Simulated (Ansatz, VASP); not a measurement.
F in VASP and in Ansatz

```
F
1.0
     0.00000    2.45322    2.45322
     2.45322    0.00000    2.45322
     2.45322    2.45322    0.00000
F
2
Direct
  0.00000 0.00000 0.00000
  0.25000 0.25000 0.25000
```

Change from the starting cell: volume scaled by 1.02.

Alike in both runs: task single point; functional PBE; k mesh 16 × 16 × 16; occupations fermi-dirac, width 0.05 eV; no spin polarisation.

|  | VASP | Ansatz |
| --- | --- | --- |
| version | VASP 6.6.1 | Ansatz 0.2.0 |
| potentials or method | VASP PAW PBE potentials, release 64 (F), cutoff 520 eV | all-electron LAPW, scalar-relativistic |

VASP gave:

* pressure (GPa): -1.3

Q: Estimate Ansatz's values.

A: Pressure (GPa): -0.8.

Ansatz ran all-electron here, and VASP with PAW potentials.
